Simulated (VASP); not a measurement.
Input of a VASP 6.6.1 run:

File INCAR:

```
SYSTEM = AlGaN2
PREC = Accurate
ENCUT = 520
EDIFF = 1E-6
ISMEAR = 0
SIGMA = 0.05
LREAL = .FALSE.
LASPH = .TRUE.
NELM = 80
ALGO = Normal
ISIF = 2
LWAVE = .FALSE.
LCHARG = .FALSE.
NBANDS = 36
```

The input KPOINTS:

```
Automatic mesh
0
G
  8 8 4
  0 0 0
```

Contents of POSCAR:

```
AlGaN2
1.0
    3.1152864652      0.0000000000      0.0000000000
    0.0000000000      3.1152864652      0.0000000000
    0.0000000000      0.0000000000      8.7686604219
Al Ga N
2 2 4
Direct
    0.5000000000      0.5000000000      0.2500000000
    0.5000000000      0.5000000000      0.7500000000
    0.0000000000      0.0000000000      0.0047659369
    0.0000000000      0.0000000000      0.4952340631
    0.5000000000      0.0000000000      0.3914086325
    0.5000000000      0.0000000000      0.8486426931
    0.0000000000      0.5000000000      0.1085913675
    0.0000000000      0.5000000000      0.6513573069
```

Potentials or basis: VASP PAW LDA potentials, release 64 (Al, Ga_d, N).

Launch:

```bash
$ cat potpaw_LDA.64/Al/POTCAR potpaw_LDA.64/Ga_d/POTCAR potpaw_LDA.64/N/POTCAR > POTCAR
$ mpirun -np 1 vasp_std > vasp.out
```

Estimate the pressure.

7.4 GPa.

What does it give for the largest force?

5.545 eV/Å.

Predict the band gap on the k mesh.

1.51 eV.

Forces in eV/Å, atoms in the order of the input:
```
Al   0.000  0.000  0.000
Al   0.000  0.000  0.000
Ga   0.000  0.000 -5.545
Ga   0.000  0.000  5.545
N    0.000  0.000 -5.142
N    0.000  0.000  4.922
N    0.000  0.000  5.142
N    0.000  0.000 -4.922
```

Caveat: the cell differs from its parent crystal (atoms displaced along a vibrational mode); the stress differs along the axes, from -1 to 12 GPa; forces of over 1 eV/Å act on the atoms, so gaps and moduli don't describe the material at rest. A k mesh can miss the band edges.
